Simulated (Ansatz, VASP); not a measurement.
HfN: VASP beside Ansatz

File INCAR:

```
PREC = Accurate ; ENCUT = 520
EDIFF = 1E-7 ; ISMEAR = -1
SIGMA = 0.03 ; LREAL = False
LASPH = True ; NELM = 60
ALGO = Normal ; ISIF = 2
LWAVE = False ; LCHARG = True
LELF = True ; LVHAR = True
NBANDS = 14
```

File KPOINTS:

```
regular mesh
0
Gamma
  9 9 9
```

Contents of POSCAR:

```
HfN
1.0
    0.0000000000      2.2560000000      2.2560000000
    2.2560000000      0.0000000000      2.2560000000
    2.2560000000      2.2560000000      0.0000000000
Hf N
1 1
Direct
   -0.0300000000     -0.0300000000      0.0300000000
    0.5300000000      0.5300000000      0.4700000000
```

Input for Ansatz:

```yaml
crystal:
  lattice:
    - [0.0, 2.256, 2.256]
    - [2.256, 0.0, 2.256]
    - [2.256, 2.256, 0.0]
  atoms:
    - { symbol: Hf, position: [-0.03, -0.03, 0.03] }
    - { symbol: "N", position: [0.53, 0.53, 0.47] }
kpoints:
  mp_grid: { grid: [9, 9, 9] }
scf:
  occupations: { method: fermi_dirac, width: 0.03 }
hamiltonian:
  xc: lda
  pseudopotentials: { kind: paw }
output:
  forces: true
  stress: true
  eigenvalues: true
  populations: true
```

Change from the starting cell: shortest bond scaled by 0.88, PAW files.

Alike in both runs: task single point; functional LDA; k mesh 9 × 9 × 9; occupations fermi-dirac, width 0.03 eV; no spin polarisation.

|  | VASP | Ansatz |
| --- | --- | --- |
| version | VASP 6.6.1 | Ansatz 0.2.0 |
| potentials or method | VASP PAW LDA potentials, release 64 (Hf_pv, N) | PAW with Ansatz's default frozen-core files, scalar-relativistic |
| plane-wave cutoff (eV) | 520 | 420 |
| valence electrons in the cell | 15 | 31 |

Ansatz gave:

* pressure (GPa): 1.6
* traceless stress, the component that is largest in VASP (GPa): 18.53
* rms of the force components (eV/Å): 1.942

Problem. What did VASP give for the same quantities?

Solution. Pressure (GPa): 0.7; traceless stress, the component that is largest in VASP (GPa): 18.64; rms of the force components (eV/Å): 1.976.

LDA's correlation is that of Perdew and Zunger in VASP and of Perdew and Wang (1992) in Ansatz. Atom by atom the forces differ by 0.034 eV/Å (rms over components). VASP's potentials hold 15 valence electrons a cell and Ansatz's 31, so a difference there can come from the potentials and not from the codes.

Spin-orbit coupling is off throughout.
